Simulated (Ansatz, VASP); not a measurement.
# Two plane-wave programs on Zn2S

```xyz
9
Lattice="3.6654 0.0000 0.0000 0.0000 3.6654 0.0000 0.0000 0.0000 12.7904" Properties=species:S:1:pos:R:3 pbc="T T T"
Zn    1.8327    0.0000   11.3565
Zn    0.0000    1.8327    1.4338
Zn    1.8327    0.0000    6.9716
Zn    0.0000    1.8327    5.8188
Zn    1.8327    0.0000    4.3906
Zn    0.0000    1.8327    8.3998
S     0.0000    0.0000    0.0000
S     1.8327    1.8327    2.8769
S     1.8327    1.8327    9.9135
```

Alike in both runs: functional PBE; k mesh 8 × 8 × 4; occupations gaussian, width 0.1 eV; no spin polarisation.

Ansatz relaxed the structure, and its values are those at the end. VASP's run is a single point on that final structure, the one shown.

```csv
,VASP,Ansatz
version,VASP 6.6.1,Ansatz 0.2.0
potentials or method,"VASP PAW PBE potentials, release 64 (Zn, S), cutoff 520 eV","scalar-relativistic, plane waves, PAW"
valence electrons in the cell,90,90
```

```tsv
	VASP	Ansatz	Ansatz less VASP
gap on the k mesh at the Fermi level (eV)	none	none	-
pressure (GPa)	0.2	0.0	-0.17
rms of the force components (eV/Å)	0.005	0.000	-0.0042
```

A gap of «none» marks a metal or a gap that the smearing closes.
